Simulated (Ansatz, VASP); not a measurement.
**SiGe in VASP and in Ansatz**

```
Si Ge
1.0
     3.86549    0.00000    0.00000
    -1.93275    3.34761    0.00000
     0.00000    0.00000    6.38538
Si Ge
2 2
Direct
  0.66667 0.33333 0.87455
  0.33333 0.66667 0.37455
  0.66667 0.33333 0.51597
  0.33333 0.66667 0.01597
```

Alike in both runs: task single point; functional PBEsol; k mesh 12 × 12 × 6; occupations gaussian, width 0.03 eV; no spin polarisation.

```csv
,VASP,Ansatz
version,VASP 6.6.1,Ansatz 0.2.0
potentials or method,"VASP PAW PBE potentials, release 64 (Si, Ge_d), cutoff 520 eV","scalar-relativistic, plane waves, PAW"
valence electrons in the cell,36,36
```

Ansatz gave:

```
gap on the k mesh at the Fermi level (eV)                     : none
pressure (GPa)                                                : 2.5
traceless stress, the component that is largest in VASP (GPa) : 4.92
rms of the force components (eV/Å)                            : 0.830
```

Task: Which values does VASP return?

Result: gap on the k mesh at the Fermi level (eV): none; pressure (GPa): 2.5; traceless stress, the component that is largest in VASP (GPa): 4.90; rms of the force components (eV/Å): 0.829.

VASP's potentials were made for PBE, not for PBEsol, and Ansatz warns of the same on its side. Atom by atom the forces differ by 0.002 eV/Å (rms over components). A gap of «none» marks a metal or a gap that the smearing closes. The functional is the same, so the differences come from potentials, cutoffs and numerics.
